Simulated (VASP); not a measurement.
Wanted: the native input for a VASP 6.6.1 run.

- Task: single point
- Functional: LDA
- Potentials or basis: VASP PAW LDA potentials, release 64 (Pt)
- Cutoff: 520 eV
- k mesh: 15 × 15 × 1
- Occupations: fermi-dirac, width 0.05 eV
- Spin: no spin polarisation
- Dipole correction: no
- Further INCAR settings: ALGO = Normal; EDIFF = 1e-06; NBANDS = 28

The structure of Pt lies in POSCAR:

```
Pt
1.0
    2.7533987118      0.0000000000      0.0000000000
    0.0000000000      2.7533987118      0.0000000000
    0.0000000000      0.0000000000     21.8408000000
Pt
4
Direct
    0.2500000000      0.2500000000      0.3695088340
    0.7500000000      0.7500000000      0.4559661472
    0.2500000000      0.2500000000      0.5440338527
    0.7500000000      0.7500000000      0.6304911655
```

One way to write it, as run:

INCAR

```
SYSTEM = Pt
  ALGO = Normal
  EDIFF = 1E-6
  ENCUT = 520
  GGA = CA
  ISIF = 2
  ISMEAR = -1
  LASPH = .TRUE.
  LCHARG = .TRUE.
  LELF = .TRUE.
  LREAL = .FALSE.
  LVHAR = .TRUE.
  LWAVE = .FALSE.
  NBANDS = 28
  NELM = 80
  PREC = Accurate
  SIGMA = 0.05
```

KPOINTS

```
k-points
0
G
  15 15 1
  0 0 0
```

Potentials or basis: VASP PAW LDA potentials, release 64 (Pt).

Launch:

```console
$ cat potpaw_LDA.64/Pt/POTCAR > POTCAR
$ mpirun -np 1 vasp_std > vasp.out
```

It gave:

```json
{
  "Largest force": "0.045 eV/Å",
  "Band gap on the k mesh": "zero (bands 20 and 21 overlap by 1.56 eV)"
}
```

Caveat: spin-orbit coupling is left out, which moves the levels of the heavy elements.

It took 64 s on 1 thread of Intel(R) Xeon(R) 6975P-C (Granite Rapids) (shared host), peak memory 0.28 GiB.
